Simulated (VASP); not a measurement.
# Se: relaxation of cell and atoms with PBE

The system is Se.

```
CELL_PARAMETERS angstrom
3.66556 0.00000 0.00000
-0.01680 3.66764 0.00000
-0.32993 -1.78816 4.44114
ATOMIC_POSITIONS crystal
Se 0.77191 0.17576 0.91495
Se 0.22809 0.82424 0.08505
```

```json
{
 "Program": "VASP 6.6.1",
 "Task": "relaxation of cell and atoms",
 "Functional": "PBE",
 "Potentials or basis": "VASP PAW PBE potentials, release 64 (Se)",
 "Cutoff": "600 eV",
 "k mesh": "6 × 6 × 4",
 "Occupations": "gaussian, width 0.1 eV",
 "Spin": "no spin polarisation",
 "Dipole correction": "no",
 "Further INCAR settings": "ALGO = Normal; EDIFF = 1e-06; IBRION = 2; EDIFFG = -0.04; NSW = 90; ISIF = 3"
}
```

```json
{
 "Relaxed volume": "30.29 Å³/atom",
 "Relaxed cell": "a = 3.642 Å, b = 3.637 Å, c = 4.930 Å, α = 111.73°, β = 92.97°, γ = 90.02°",
 "Space group after relaxing (to 0.05 Å)": "P-1 (No. 2)",
 "Energy gained by relaxing": "2.1 meV/atom",
 "Ionic steps": "10",
 "Pressure after relaxing": "0.1 GPa",
 "Largest force after relaxing": "0.029 eV/Å",
 "Band gap on the k mesh": "0.24 eV, indirect (least direct gap 1.04 eV)"
}
```

Forces on the atoms (eV/Å):
```
Se   0.015 -0.017 -0.018
Se  -0.015  0.017  0.018
```

Stress tensor (GPa, compression positive):
```
 0.07  0.02 -0.01
 0.02  0.02  0.04
-0.01  0.04  0.20
```

The path:
| step | energy change (eV) | largest force (eV/Å) | pressure (GPa) | volume (Å³) |
| --- | --- | --- | --- | --- |
| 1 | 0.0000 | 0.0958 | 0.08 | 59.71 |
| 2 | -0.0010 | 0.0147 | -0.14 | 59.84 |
| 3 | -0.0010 | 0.0168 | -0.17 | 59.85 |
| 4 | -0.0018 | 0.0249 | -0.03 | 59.76 |
| 5 | -0.0024 | 0.0455 | 0.23 | 59.59 |
| 6 | -0.0029 | 0.0561 | 0.11 | 59.81 |
| 7 | -0.0029 | 0.0635 | 0.05 | 59.91 |
| 8 | -0.0034 | 0.0514 | 0.01 | 60.10 |
| 9 | -0.0038 | 0.0486 | -0.09 | 60.52 |
| 10 | -0.0041 | 0.0291 | 0.10 | 60.58 |

Final structure:
```
Se
1.0
     3.64231    0.00777    0.03260
    -0.00898    3.63695   -0.02120
    -0.29223   -1.79922    4.58099
Se
2
Direct
  0.77021 0.18174 0.91671
  0.22979 0.81826 0.08329
```

Levels at points of the mesh, in eV from the valence-band top:
| k point | band 3 | band 4 | band 5 | band 6 | band 7 | band 8 | band 9 | band 10 |
| --- | --- | --- | --- | --- | --- | --- | --- | --- |
| (0.00, 0.00, 0.00) | -4.36 | -3.91 | -3.00 | -1.03 | 1.68 | 3.01 | 4.85 | 5.03 |
| (0.50, 0.00, 0.00) | -3.66 | -3.28 | -2.12 | -0.97 | 0.32 | 0.51 | 5.05 | 5.63 |
| (0.00, 0.50, 0.00) | -3.91 | -3.66 | -2.31 | -0.91 | 0.37 | 0.56 | 5.81 | 7.70 |
| (0.50, 0.50, 0.00) | -6.71 | -6.51 | -1.98 | -1.63 | 1.91 | 2.23 | 8.26 | 8.35 |
| (0.00, 0.00, 0.50) | -4.32 | -3.91 | -3.90 | 0.00 | 1.63 | 2.94 | 5.09 | 7.90 |
| (0.50, 0.00, 0.50) | -4.22 | -3.79 | -2.32 | -1.05 | 0.47 | 0.65 | 7.24 | 7.75 |
| (0.00, 0.50, 0.50) | -4.01 | -3.40 | -2.21 | -1.11 | 0.24 | 0.87 | 4.98 | 7.61 |
| (0.50, 0.50, 0.50) | -6.73 | -6.58 | -1.98 | -1.59 | 2.10 | 2.40 | 7.94 | 8.49 |

It took 2.1 min on 1 thread of AMD EPYC 9R45 96-Core Processor (Zen 5), with other jobs on the host, peak memory 0.19 GiB.

A k mesh can miss the band edges.
